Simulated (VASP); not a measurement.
Be18S: single point with r2SCAN+D3(BJ)

The system is Be18S, a slab with vacuum.

```xyz
19
Lattice="4.5800 0.0000 0.0000 3.4350 5.9496 0.0000 0.0000 0.0000 16.5884" Properties=species:S:1:pos:R:3 pbc="T T T"
Be    0.0000    0.0000    1.0000
Be    2.2900    0.0000    1.0000
Be    1.1450    1.9832    1.0000
Be    3.4350    1.9832    1.0000
Be    2.2900    3.9664    1.0000
Be    4.5800    3.9664    1.0000
Be    0.0058    1.3521    2.8389
Be    2.2686    1.3447    2.8143
Be    1.1380    3.2880    2.7582
Be    3.4225    3.2848    2.8863
Be    2.2515    5.2779    2.8474
Be    4.5943    5.2661    2.8464
Be   -0.0173    0.0184    4.5769
Be    2.2858    0.0289    4.5973
Be    1.1365    1.8894    4.7327
Be    3.4222    1.9051    4.5900
Be    2.3147    4.0091    4.6904
Be    4.5356    4.0175    4.6912
S     5.7183    3.3246    6.1922
```

```json
{
 "Program": "VASP 6.6.1",
 "Task": "single point",
 "Functional": "r2SCAN",
 "Dispersion": "D3(BJ)",
 "Potentials or basis": "VASP PAW PBE potentials, release 64 (Be, S)",
 "Cutoff": "520 eV",
 "k mesh": "5 × 4 × 1",
 "Occupations": "gaussian, width 0.05 eV",
 "Spin": "no spin polarisation"
}
```

| Quantity | Value |
| --- | --- |
| Largest force | 0.287 eV/Å |
| Band gap on the k mesh | zero (bands 21 and 22 overlap by 0.56 eV) |
| Dispersion energy per atom | -0.097 eV |

Forces on the atoms (eV/Å):
```
Be   0.112 -0.136 -0.179
Be  -0.143 -0.083  0.124
Be  -0.044 -0.097 -0.061
Be   0.086  0.206  0.180
Be   0.194  0.078  0.063
Be  -0.206  0.036 -0.167
Be   0.005 -0.004 -0.010
Be  -0.005  0.001 -0.006
Be   0.001  0.005  0.011
Be   0.002  0.009 -0.002
Be   0.005  0.001  0.000
Be  -0.004 -0.001 -0.003
Be  -0.001 -0.009  0.009
Be  -0.003 -0.002  0.012
Be  -0.003 -0.001 -0.001
Be   0.004  0.007  0.012
Be   0.000 -0.002 -0.002
Be   0.002 -0.005  0.000
S   -0.002 -0.001  0.020
```

Levels at points of the mesh, in eV from the Fermi level:
```tsv
k point	band 19	band 20	band 21	band 22	band 23	band 24
(0.00, 0.00, 0.00)	-1.53	-0.39	-0.29	-0.04	1.40	2.68
(0.00, 0.50, 0.00)	-1.77	-1.13	-0.29	-0.17	-0.04	2.30
```

It took 15 min on 1 thread of Intel(R) Xeon(R) 6975P-C (Granite Rapids), on a shared host, peak memory 0.63 GiB.

Caveat: there is no dipole correction, which matters where the two faces differ; the PAW data sets were made with another functional, which shifts forces and pressure a little.
